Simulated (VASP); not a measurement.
# Tl12H (a cell with a defect) in VASP: single point with r2SCAN

Aim: the single point of Tl12H (a cell with a defect) with r2SCAN.

Everything below comes from runs of VASP 6.6.1. Logs are shortened: lines on timing, memory, paths and dates and some standing lists are left out, and cuts for length are marked.

### 1 The cell of the first run

The cell holds a defect, 13 atoms: a = 6.920 Å, b = 10.380 Å, c = 5.533 Å, α = 90.00°, β = 90.00°, γ = 120.00°.

### 2 Single point, r2SCAN

POSCAR

```
Tl12H
1.0
    6.9200000000      0.0000000000      0.0000000000
   -5.1900000000      8.9893440000      0.0000000000
    0.0000000000      0.0000000000      5.5325400000
Tl H
12 1
Direct
   -0.0036278826     -0.0022142931      0.0000326087
    0.1672739618      0.2099517955      0.4909283573
   -0.0081776698      0.3430714344      0.0135436027
    0.1775940600      0.5466380207      0.5165962859
   -0.0108288137      0.6700786390      0.0101449799
    0.1846317966      0.8825696720      0.5234879960
    0.5000015600      0.0119890575      0.0088654025
    0.6706885880      0.2244025729      0.5000887000
    0.4837573764      0.3406441152     -0.0237672860
    0.6780008673      0.5527720282      0.4882317985
    0.4890044675      0.6756358643     -0.0155220757
    0.6744697195      0.8786930426      0.4862402067
    0.8422353688      0.1142914508      0.7564869236
```

INCAR.step1

```
SYSTEM = Tl12H
PREC     = Accurate       ! precision mode
ENCUT    = 520            ! plane-wave cutoff, eV
ISMEAR   = -1             ! smearing method
SIGMA    = 0.1            ! smearing width, eV
LREAL    = .FALSE.        ! projectors in reciprocal space
LASPH    = .TRUE.         ! aspherical terms in the spheres
NELM     = 80             ! most SCF steps
NBANDS   = 90             ! bands
GGA      = PE             ! functional
ALGO     = Normal         ! electronic algorithm
EDIFF    = 1E-4           ! SCF threshold, eV
LWAVE    = .TRUE.         ! write WAVECAR
LCHARG   = .FALSE.        ! write CHGCAR
```

INCAR.step2

```
SYSTEM = Tl12H
PREC     = Accurate       ! precision mode
ENCUT    = 520            ! plane-wave cutoff, eV
EDIFF    = 1E-6           ! SCF threshold, eV
ISMEAR   = -1             ! smearing method
SIGMA    = 0.1            ! smearing width, eV
LREAL    = .FALSE.        ! projectors in reciprocal space
LASPH    = .TRUE.         ! aspherical terms in the spheres
NELM     = 80             ! most SCF steps
ALGO     = Normal         ! electronic algorithm
ISIF     = 2              ! what is computed and relaxed
LWAVE    = .FALSE.        ! write WAVECAR
LCHARG   = .FALSE.        ! write CHGCAR
METAGGA  = R2SCAN         ! meta-GGA
LMIXTAU  = .TRUE.       
NBANDS   = 90             ! bands
ISTART   = 1
```

KPOINTS

```
regular mesh
0
G
  2 2 3
  0 0 0
```

Potentials or basis: VASP PAW PBE potentials, release 64 (Tl_d, H).

Run with:

```bash
$ cat potpaw_PBE.64/Tl_d/POTCAR potpaw_PBE.64/H/POTCAR > POTCAR
$ cp INCAR.step1 INCAR
$ mpirun -np 1 vasp_std > vasp.out
$ cp INCAR.step2 INCAR
$ mpirun -np 1 vasp_std > vasp.out
```

OUTCAR:

```text
SYSTEM = Tl12H
   PREC = Accurate
   ENCUT = 520
   EDIFF = 1E-6
   ISMEAR = -1
   LREAL = .FALSE.
   LASPH = .TRUE.
   NELM = 80
   ISIF = 2
   METAGGA = R2SCAN
   ISTART = 1

 ion  position               nearest neighbor table
   1  0.996  0.998  0.000-  13 2.39  12 3.31   2 3.32   5 3.38   2 3.40   6 3.41   7 3.41  11 3.43
                            12 3.44   9 3.47   7 3.51   3 3.60   6 3.62
   2  0.167  0.210  0.491-  13 2.44   9 3.30   1 3.32   1 3.40   8 3.41  12 3.42   9 3.43   4 3.46
                             6 3.46   3 3.47   8 3.51  10 3.55   3 3.66
   3  0.992  0.343  0.014-  13 2.51   4 3.31   8 3.31   4 3.34   5 3.40   7 3.42   9 3.42   8 3.43
                            11 3.45   2 3.47   9 3.51   1 3.60   2 3.66
   4  0.178  0.547  0.517-  11 3.20   3 3.31   3 3.34   8 3.43  10 3.44  12 3.45   2 3.46   6 3.46
                            10 3.49  11 3.50   5 3.53   5 3.59
   5  0.989  0.670  0.010-  10 3.24   6 3.31   1 3.38   3 3.40   6 3.43  11 3.43  10 3.44   9 3.46
                            11 3.49   4 3.53   7 3.54   4 3.59
   6  0.185  0.883  0.523-   7 3.29   5 3.31   1 3.41  12 3.42   7 3.43   5 3.43   8 3.46   4 3.46
                             2 3.46  10 3.47  12 3.52   1 3.62
   7  0.500  0.012  0.009-  13 2.48   6 3.29   8 3.32   8 3.40   1 3.41   3 3.42   6 3.43  11 3.46
                            12 3.47   9 3.47   1 3.51   5 3.54  12 3.66
   8  0.671  0.224  0.500-  13 2.47   3 3.31   7 3.32  10 3.38   7 3.40   9 3.41   2 3.41   4 3.43
                             3 3.43   6 3.46   2 3.51  12 3.60   9 3.62
   9  0.484  0.341  0.976-   2 3.30  10 3.31   8 3.41   3 3.42  10 3.42   2 3.43  11 3.46   5 3.46
                             1 3.47   7 3.47   3 3.51   8 3.62
  10  0.678  0.553  0.488-   5 3.24   9 3.31   8 3.38  12 3.40   9 3.42   4 3.44   5 3.44   6 3.47
                             4 3.49  11 3.54   2 3.55  11 3.57
  11  0.489  0.676  0.984-   4 3.20  12 3.31  12 3.33   1 3.43   5 3.43   3 3.45   7 3.46   9 3.46
                             5 3.49   4 3.50  10 3.54  10 3.57
  12  0.674  0.879  0.486-   1 3.31  11 3.31  11 3.33  10 3.40   6 3.42   2 3.42   1 3.44   4 3.45
                             7 3.47   6 3.52   8 3.60   7 3.66
  13  0.842  0.114  0.756-   1 2.39   2 2.44   8 2.47   7 2.48   3 2.51

  LATTYP: Found a simple monoclinic cell.
 ALAT       =     6.9200000000
 B/A-ratio  =     0.7995000000
 C/A-ratio  =     1.3228756993
 COS(beta)  =    -0.1889822302

  Lattice vectors:

 A1 = (   6.9200000000,   0.0000000000,   0.0000000000)
 A2 = (   0.0000000000,   0.0000000000,   5.5325400000)
 A3 = (  -1.7300000000,  -8.9893440000,   0.0000000000)

Analysis of symmetry for initial positions (statically):
=====================================================================
 Subroutine PRICEL returns:
 Original cell was already a primitive cell.

 Routine SETGRP: Setting up the symmetry group for a
 simple monoclinic supercell.

 Subroutine GETGRP returns: Found  1 space group operations
 (whereof  1 operations were pure point group operations)
 out of a pool of  4 trial point group operations.

The static configuration has the point symmetry C_1 .

Analysis of symmetry for dynamics (positions and initial velocities):
=====================================================================
 Subroutine PRICEL returns:
 Original cell was already a primitive cell.

 Routine SETGRP: Setting up the symmetry group for a
 simple monoclinic supercell.

 Subroutine GETGRP returns: Found  1 space group operations
 (whereof  1 operations were pure point group operations)
 out of a pool of  4 trial point group operations.

The dynamic configuration has the point symmetry C_1 .

 Subroutine INISYM returns: Found  1 space group operations
 (whereof  1 operations are pure point group operations),
 and found     1 'primitive' translations

----------------------------------------------------------------------------------------

                                     Primitive cell

  volume of cell :     344.1586

  direct lattice vectors                    reciprocal lattice vectors
     6.920000000  0.000000000  0.000000000     0.144508671  0.083432117  0.000000000
    -5.190000000  8.989344000  0.000000000     0.000000000  0.111242823  0.000000000
     0.000000000  0.000000000  5.532540000     0.000000000  0.000000000  0.180748806

  length of vectors
     6.920000000 10.380000267  5.532540000     0.166864238  0.111242823  0.180748806

  position of ions in fractional coordinates (direct lattice)
[... 43 lines left out ...]
     0.000000000  0.000000000  0.060249602     0.000000000  0.000000000  0.333333333

  Length of vectors
     0.083432119  0.055621411  0.060249602

  Shift w.r.t. Gamma in fractional coordinates (k-lattice)
     0.000000000  0.000000000  0.000000000

 Subroutine IBZKPT returns following result:
 ===========================================

 Found      8 irreducible k-points:

 Following reciprocal coordinates:
            Coordinates               Weight
  0.000000  0.000000  0.000000      1.000000
  0.500000 -0.000000  0.000000      1.000000
  0.000000  0.500000  0.000000      1.000000
  0.500000  0.500000  0.000000      1.000000
  0.000000  0.000000  0.333333      2.000000
  0.500000 -0.000000  0.333333      2.000000
  0.000000  0.500000  0.333333      2.000000
  0.500000  0.500000  0.333333      2.000000
   k-points           NKPTS =      8   k-points in BZ     NKDIM =      8   number of bands    NBANDS=     90
   number of dos      NEDOS =    301   number of ions     NIONS =     13
   total plane-waves  NPLWV = 181440
   dimension x,y,z NGX =    54 NGY =   80 NGZ =   42
   dimension x,y,z NGXF=   108 NGYF=  160 NGZF=   84
   ions per type =              12   1
   NGX,Y,Z   is equivalent  to a cutoff of  12.97, 12.81, 12.62 a.u.
   NGXF,Y,Z  is equivalent  to a cutoff of  25.95, 25.63, 25.24 a.u.
 SYSTEM =  Tl12H
   PREC   = accura    normal or accurate (medium, high low for compatibility)
   ISTART =      1    job   : 0-new  1-cont  2-samecut
   ICHARG =      0    charge: 1-file 2-atom 10-const
   ISPIN  =      1    spin polarized calculation?
   LNONCOLLINEAR =      F non collinear calculations
   LSORBIT =      F    spin-orbit coupling
   LASPH  =      T    aspherical Exc in radial PAW
   ENCUT  =  520.0 eV  38.22 Ry    6.18 a.u.  12.87 19.30 10.29*2*pi/ulx,y,z
   NELM   =     80;   NELMIN=  2; NELMDL=  0     # of ELM steps
   EDIFF  = 0.1E-05   stopping-criterion for ELM
   LREAL  =      F    real-space projection
   EDIFFG = 0.1E-04   stopping-criterion for IOM
   NSW    =      0    number of steps for IOM
   IBRION =     -1    ionic relax: 0-MD 1-quasi-New 2-CG
   NFREE  =      0    steps in history (QN), initial steepest desc. (CG)
   ISIF   =      2    stress and relaxation
   ISYM   =      2    0-nonsym 1-usesym 2-fastsym
   POTIM  = 0.5000    time-step for ionic-motion
   TEBEG  =    0.0;   TEEND  =   0.0 temperature during run
   PSTRESS=    0.0 pullay stress
   NELECT =     157.0000    total number of electrons
   NUPDOWN=      -1.0000    fix difference up-down
   EMIN   =  10.00;   EMAX   =-10.00  energy-range for DOS
   EFERMI =   0.00;   METHOD = LEGACY
   ISMEAR =    -1;   SIGMA  =   0.10  broadening in eV -4-tet -1-fermi 0-gaus
   EFERMI_NEDOS =   21; number of points for ismear=-14 and -15
   IALGO  =     38    algorithm
   IMIX   =      4    mixing-type and parameters
     AMIX     =   0.40;   BMIX     =  1.00
     AMIX_MAG =   1.60;   BMIX_MAG =  1.00
  volume/ion in A,a.u.               =      26.47       178.65
  Fermi-wavevector in a.u.,A,eV,Ry     =   1.260246  2.381519 21.609028  1.588219
  Thomas-Fermi vector in A             =   2.393765
   LORBIT       =      0    0 simple, 1 ext, 2 COOP (PROOUT), +10 PAW based schemes
   METAGGA = R2SCAN    functional components
   LHFCALC =     F    Hartree Fock is set to
   AEXX    =    0.0000 exact exchange contribution
   IVDW    =     0    specifies the selected vdW correction
   LEPSILON=     F    determine dielectric tensor
   LRPA    =     F    only Hartree local field effects (RPA)
 non-spin polarized calculation
  energy-cutoff  :      520.00
  volume of cell :      344.16
 maximum number of plane-waves:      9300
 NGX is ok and might be reduce to    54
   NGX = 25   NGY = 39   NGZ = 21

 number of electron     157.0000005 magnetization

 Free energy of the ion-electron system (eV)
  ---------------------------------------------------
  ext. energy  EPLUGINS =         0.00000000
  ---------------------------------------------------
  free energy    TOTEN  =      -640.28840912 eV

  energy without entropy =     -640.13559140  energy(sigma->0) =     -640.21200026

 E-fermi :   6.6781     XC(G=0): -10.8481

 val. band max:        6.6614094632   @ k =   0.0000   0.0000   0.3333
 cond. band min:       6.6948497819   @ k =   0.5000   0.5000   0.3333
 fundamental gap:      0.0334403187
 Fermi energy:         6.6780849370

 k-point     1 :       0.0000    0.0000    0.0000
  band No.  band energies     occupation
      1      -5.9408      2.00000
      2      -5.8904      2.00000
      3      -5.8606      2.00000
      4      -5.8292      2.00000
      5      -5.8260      2.00000
      6      -5.8149      2.00000
[... 733 lines left out ...]
     89       9.9626      0.00000
     90      10.3136      0.00000

------------------------ aborting loop because EDIFF is reached ----------------------------------------

  FORCE on cell =-STRESS in cart. coord.  units (eV):
  Direction    XX          YY          ZZ          XY          YZ          ZX
  --------------------------------------------------------------------------------------
  -------------------------------------------------------------------------------------
  Total        4.8105552     11.8488203      2.2480073      1.9428317      0.1828919     -0.3346330
  in kB       22.3947970     55.1603534     10.4652507      9.0445531      0.8514251     -1.5578323
  external PRESSURE =      29.3401337 kB  Pullay stress =       0.0000000 kB

 VOLUME and BASIS-vectors are now :
 -----------------------------------------------------------------------------
  energy-cutoff  :      520.00
  volume of cell :      344.16
      direct lattice vectors                 reciprocal lattice vectors
     6.920000000  0.000000000  0.000000000     0.144508671  0.083432117  0.000000000
    -5.190000000  8.989344000  0.000000000     0.000000000  0.111242823  0.000000000
     0.000000000  0.000000000  5.532540000     0.000000000  0.000000000  0.180748806

 POSITION                                       TOTAL-FORCE (eV/Angst)
 -----------------------------------------------------------------------------------
      1.71639      8.96944      0.00018        -0.021674      0.020397      0.020410
      0.06789      1.88733      2.71608        -0.019879      0.013989     -0.043762
      5.08287      3.08399      0.07493         0.001467     -0.029683      0.046412
     -1.60810      4.91392      2.85809        -0.008895     -0.012770     -0.030814
      3.36736      6.02357      0.05613         0.010454      0.004118      0.012291
     -3.30288      7.93372      2.89622        -0.021810      0.010048     -0.044963
      3.39779      0.10777      0.04905         0.021148     -0.004008      0.047825
      3.47652      2.01723      2.76676         0.032072     -0.020285     -0.035723
      1.57966      3.06217      5.40105         0.020136     -0.013068      0.042404
      1.82288      4.96906      2.70116        -0.008760     -0.006067     -0.010277
     -0.12264      6.07352      5.44666         0.010319      0.012819      0.027993
      0.10691      7.89887      2.69014        -0.003960      0.029751     -0.040893
      5.23510      1.02741      4.18529        -0.010617     -0.005239      0.009098
 -----------------------------------------------------------------------------------
    total drift:                               -0.000075      0.000116      0.000019

  FREE ENERGIE OF THE ION-ELECTRON SYSTEM (eV)
  ---------------------------------------------------
  free  energy   TOTEN  =      -640.2884091220 eV

  energy  without entropy=     -640.1355914033  energy(sigma->0) =     -640.21200026
```

Wall time 19 min (1 thread of Intel Xeon 8259CL, shared host); peak memory 0.53 GiB.

What came out:

```
Free energy            : -640.2884 eV
Pressure               : 2.9 GPa
Largest force          : 0.055 eV/Å
Band gap on the k mesh : zero (an odd number of electrons rules out a gap without spin polarisation)
```

Forces in eV/Å, atoms in the order of the input:
```
Tl  -0.022  0.020  0.020
Tl  -0.020  0.014 -0.044
Tl   0.001 -0.030  0.046
Tl  -0.009 -0.013 -0.031
Tl   0.010  0.004  0.012
Tl  -0.022  0.010 -0.045
Tl   0.021 -0.004  0.048
Tl   0.032 -0.020 -0.036
Tl   0.020 -0.013  0.042
Tl  -0.009 -0.006 -0.010
Tl   0.010  0.013  0.028
Tl  -0.004  0.030 -0.041
H   -0.011 -0.005  0.009
```

Stress tensor (GPa, compression positive):
```
 2.24  0.90 -0.16
 0.90  5.52  0.09
-0.16  0.09  1.05
```

Levels at points of the mesh, in eV from the Fermi level:
| k point | band 75 | band 76 | band 77 | band 78 | band 79 | band 80 | band 81 | band 82 |
| --- | --- | --- | --- | --- | --- | --- | --- | --- |
| (0.00, 0.00, 0.00) | -1.12 | -0.76 | -0.67 | -0.48 | -0.36 | -0.21 | 0.34 | 0.75 |
| (0.50, 0.00, 0.00) | -1.34 | -1.11 | -0.97 | -0.86 | 0.43 | 0.59 | 0.90 | 0.94 |
| (0.00, 0.50, 0.00) | -1.36 | -1.00 | -0.69 | -0.65 | 0.31 | 0.47 | 0.55 | 0.77 |
| (0.50, 0.50, 0.00) | -1.20 | -0.39 | -0.17 | -0.03 | 0.05 | 0.06 | 0.19 | 0.21 |

Caveat: the k points lie up to 0.46 Å⁻¹ apart, too coarse for converged energies and pressures of a metal; the PAW data sets were made with another functional, which shifts forces and pressure a little; spin-orbit coupling is left out, which moves the levels of the heavy elements.

The gap in the log of VASP goes by the Fermi energy; the results here count the filled bands.